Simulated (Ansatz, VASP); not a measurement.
**BaTiO3 in VASP and in Ansatz**

```
CELL_PARAMETERS angstrom
2.75124 1.58843 2.48438
-2.75124 1.58843 2.48438
0.00000 -3.17686 2.48438
ATOMIC_POSITIONS crystal
Ba 0.00279 0.00279 0.00279
Ti 0.51625 0.51625 0.51625
O 0.48975 0.48975 0.98016
O 0.48975 0.98016 0.48975
O 0.98016 0.48975 0.48975
```

Alike in both runs: task single point; functional r2SCAN; k mesh 6 × 6 × 6; occupations gaussian, width 0.05 eV; no spin polarisation.

```csv
,VASP,Ansatz
version,VASP 6.6.1,Ansatz 0.2.0
potentials or method,"VASP PAW PBE potentials, release 64 (Ba_sv, Ti_sv, O), cutoff 520 eV","scalar-relativistic, plane waves, PAW"
valence electrons in the cell,40,40
```

```tsv
	VASP	Ansatz	Ansatz less VASP
gap on the k mesh at the Fermi level (eV)	2.70	2.72	+0.014
least direct gap on the mesh (eV)	3.00	2.99	-0.015
pressure (GPa)	3.4	1.4	-1.99
traceless stress, the component that is largest in VASP (GPa)	-15.17	-14.60	+0.573
rms of the force components (eV/Å)	0.142	0.153	+0.0114
```

VASP's potentials were made for PBE, not for r2SCAN. Atom by atom the forces differ by 0.070 eV/Å (rms over components). With one functional, cell and mesh, what is left measures potentials, basis and numerics.

Spin-orbit coupling is off throughout.
